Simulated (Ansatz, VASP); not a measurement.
**Two plane-wave programs on Y**

```
CELL_PARAMETERS angstrom
3.65354 0.00000 0.00000
-1.82677 3.16406 0.00000
0.00000 0.00000 5.69886
ATOMIC_POSITIONS crystal
Y 0.33333 0.66667 0.25000
Y 0.66667 0.33333 0.75000
```

Alike in both runs: task single point; functional PBE; k mesh 10 × 10 × 6; occupations fermi-dirac, width 0.2 eV; no spin polarisation.

|  | VASP | Ansatz |
| --- | --- | --- |
| version | VASP 6.6.1 | Ansatz 0.2.0 |
| potentials or method | VASP PAW PBE potentials, release 64 (Y_sv), cutoff 520 eV | plane waves (420 eV) with PAW, scalar-relativistic |
| valence electrons in the cell | 22 | 22 |

```csv
,VASP,Ansatz,Ansatz less VASP
pressure (GPa),0.2,0.3,+0.11
"traceless stress, the component that is largest in VASP (GPa)",0.37,0.36,-0.003
```
